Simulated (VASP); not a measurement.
## Cs2Ti: relaxation of cell and atoms with PBE

The system is Cs2Ti.

```
Cs Ti
1.0
     6.94680    0.00000    0.00000
     0.00000    6.94680    0.00000
     0.00000    0.00000    3.67913
Cs Ti
2 1
Direct
  0.00000 0.50000 0.50000
  0.50000 0.00000 0.50000
  0.50000 0.50000 0.00000
```

The cell was generated, and may not be a known phase.

| Property | Result |
| --- | --- |
| Program | VASP 6.6.1 |
| Task | relaxation of cell and atoms |
| Functional | PBE |
| Potentials or basis | VASP PAW PBE potentials, release 64 (Cs_sv, Ti_sv) |
| Cutoff | 600 eV |
| k mesh | 4 × 4 × 6 |
| Occupations | gaussian, width 0.1 eV |
| Spin | no spin polarisation |
| Dipole correction | no |
| Further INCAR settings | ALGO = Normal; EDIFF = 1e-06; IBRION = 2; EDIFFG = -0.04; NSW = 90; ISIF = 3 |

```yaml
Relaxed_volume: 61.46 Å³/atom
Relaxed_cell: a = 7.040 Å, b = 7.040 Å, c = 3.721 Å, α = 90.00°, β = 90.00°, γ = 90.00°
Space_group_after_relaxing_to_0.1_Å: P4/mmm (No. 123)
Energy_gained_by_relaxing: 1.9 meV/atom
Ionic_steps: 3
Pressure_after_relaxing: 0.0 GPa
Band_gap_on_the_k_mesh: zero (bands 15 and 16 overlap by 0.40 eV)
```

Stress tensor (GPa, compression positive):
```
 0.06  0.00  0.00
 0.00  0.06  0.00
 0.00  0.00 -0.04
```

The path:
```
step  energy change (eV)  largest force (eV/Å)  pressure (GPa)  volume (Å³)
   1              0.0000                0.0000            0.24       177.55
   2             -0.0029                0.0000            0.16       179.82
   3             -0.0058                0.0000            0.03       184.38
```

Final structure:
```
Cs Ti
1.0
     7.03965    0.00000    0.00000
     0.00000    7.03965    0.00000
     0.00000    0.00000    3.72059
Cs Ti
2 1
Direct
  0.00000 0.50000 0.50000
  0.50000 0.00000 0.50000
  0.50000 0.50000 0.00000
```

Levels at points of the mesh, in eV from the Fermi level:
```
           k point  band 11  band 12  band 13  band 14  band 15  band 16  band 17  band 18  band 19
(0.00, 0.00, 0.00)    -9.36    -9.34    -2.84    -0.54    -0.29    -0.07     0.34     0.79     2.04
(0.50, 0.00, 0.00)    -9.35    -9.35    -2.27    -0.61    -0.19    -0.10     0.31     0.79     0.84
(0.50, 0.50, 0.00)    -9.35    -9.35    -1.62    -0.52    -0.52    -0.02     0.11     0.41     0.84
(0.00, 0.00, 0.50)    -9.78    -9.78    -0.13    -0.10     0.12     0.12     0.31     0.44     0.45
(0.50, 0.00, 0.50)    -9.82    -9.82    -0.81    -0.26     0.08     0.16     0.37     0.50     0.75
(0.50, 0.50, 0.50)    -9.84    -9.72    -1.19    -0.32    -0.32    -0.15     0.00     1.22     1.24
```

It took 3 min on 1 thread of Intel(R) Xeon(R) Platinum 8488C (Sapphire Rapids), on a shared host, peak memory 0.37 GiB.

Caveat: spin-orbit coupling is left out, which moves the levels of the heavy elements.
